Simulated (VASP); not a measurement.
The system is BP.

```
CELL_PARAMETERS angstrom
0.00000 2.26832 2.26832
2.26832 0.00000 2.26832
2.26832 2.26832 0.00000
ATOMIC_POSITIONS crystal
B 0.00000 0.00000 0.00000
P 0.25000 0.25000 0.25000
```

Base run:

```yaml
Program: VASP 6.6.1
Functional: HSE06
Potentials_or_basis: VASP PAW PBE potentials, release 64 (B, P)
Cutoff: 520 eV
k_mesh: 6 × 6 × 6
Occupations: gaussian, width 0.01 eV
Spin: no spin polarisation
```

Its results: band gap on the k mesh 2.06 eV, indirect (least direct gap 4.34 eV); pressure -1.9 GPa.

Q: The run is repeated on the same cell with these changes: functional from HSE06 to r2SCAN. What comes out?

A: Band gap on the k mesh 1.54 eV, indirect (least direct gap 3.64 eV); pressure -0.4 GPa.

HSE06 gives the wider gap, since exact exchange removes part of the self-interaction.

Caveats: the PAW data sets were made with another functional, which shifts forces and pressure a little.

A k mesh can miss the band edges.
